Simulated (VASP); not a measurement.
Runs of VASP 6.6.1 on W. The structure is that of space group I4/mmm (No. 139), or close to it. The cells are those of the table. 

```tsv
cell	gap on the mesh (eV)	pressure (GPa)
a = 2.805, b = 2.805, c = 3.108 Å, angles 56.4, 56.4, 67.3°, 1 atom	none	(a)
a = 2.681, b = 2.681, c = 2.970 Å, angles 56.4, 56.4, 67.3°, 1 atom	none	27.2
a = 2.745, b = 2.745, c = 2.848 Å, angles 58.7, 58.7, 62.5°, 1 atom	none	19.2
a = 2.747, b = 2.747, c = 2.950 Å, angles 57.5, 57.5, 65.0°, 1 atom	none	(b)
a = 2.722, b = 2.722, c = 2.923 Å, angles 57.5, 57.5, 65.0°, 1 atom	none	17.9
a = 2.969, b = 2.969, c = 2.732 Å, angles 62.6, 62.6, 54.8°, 1 atom	none	-13.4
a = 2.719, b = 2.719, c = 2.821 Å, angles 58.7, 58.7, 62.5°, 1 atom	none	30.7
a = 2.707, b = 2.707, c = 2.999 Å, angles 56.4, 56.4, 67.3°, 1 atom	none	15.6
```

Alike in all rows: task single point; level PBEsol; potentials or basis VASP PAW PBE potentials, release 64 (W_sv); no spin polarisation; k mesh 22 × 22 × 22; cutoff (eV) 500; smearing gaussian 0.15 eV.

Task: Estimate the missing entries.

Result: (a) -17.5; (b) 7.8.

Caveats: the PAW data sets were made with another functional, which shifts forces and pressure a little; spin-orbit coupling is left out, which moves the levels of the heavy elements; the cell stands under pressure (at least some runs); the cell stands under tension (at least some runs).

A k mesh can miss the band edges, and the runs leave out spin-orbit coupling on W.

A gap of «none» marks levels without a gap at the run's occupations.
